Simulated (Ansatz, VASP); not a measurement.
## One calculation of Sb, two programs

File INCAR:

```
SYSTEM = Sb
PREC = Accurate
ENCUT = 520
EDIFF = 1E-6
ISMEAR = 0
SIGMA = 0.15
LREAL = .False.
LASPH = .True.
NELM = 100
ALGO = Normal
ISIF = 2
LWAVE = .False.
LCHARG = .False.
GGA = PS
NBANDS = 8
```

KPOINTS

```
Automatic mesh
0
Gamma
  16 16 16
  0 0 0
```

Contents of POSCAR:

```
Sb
1.0
    3.1600000000      0.0000000000      0.0000000000
    0.0000000000      3.1600000000      0.0355500000
    0.0000000000      0.0355500000      3.1600000000
Sb
1
Direct
    0.0000000000      0.0000000000      0.0000000000
```

Input for Ansatz:

```yaml
crystal:
  lattice:
    - [3.16, 0.0, 0.0]
    - [0.0, 3.16, 0.03555]
    - [0.0, 0.03555, 3.16]
  atoms:
    - { symbol: Sb, position: [0.0, 0.0, 0.0] }
basis:
  ecutwfc: 420
kpoints:
  mp_grid: { grid: [16, 16, 16] }
hamiltonian:
  xc: pbesol
scf:
  occupations: { method: gaussian, width: 0.15 }
output:
  forces: true
  stress: true
  eigenvalues: true
```

Change from the starting cell: strain +0.0225 x Voigt [0, 0, 0, 1, 0, 0], atoms carried along.

Alike in both runs: task single point; functional PBEsol; k mesh 16 × 16 × 16; occupations gaussian, width 0.15 eV; no spin polarisation.

|  | VASP | Ansatz |
| --- | --- | --- |
| version | VASP 6.6.1 | Ansatz 0.2.0 |
| potentials or method | VASP PAW PBE potentials, release 64 (Sb), cutoff 520 eV | scalar-relativistic, plane waves, PAW |
| valence electrons in the cell | 5 | 15 |

```tsv
	VASP	Ansatz	Ansatz less VASP
gap on the k mesh at the Fermi level (eV)	none	none	-
pressure (GPa)	-4.9	-4.9	-0.03
traceless stress, the component that is largest in VASP (GPa)	-0.36	-0.36	-0.001
```

VASP's potentials were made for PBE, not for PBEsol. A gap of «none» marks a metal or a gap that the smearing closes. With one functional, cell and mesh, what is left measures potentials, basis and numerics. VASP's potentials hold 5 valence electrons a cell and Ansatz's 15, so a difference there can come from the potentials and not from the codes.

Spin-orbit coupling is off throughout.
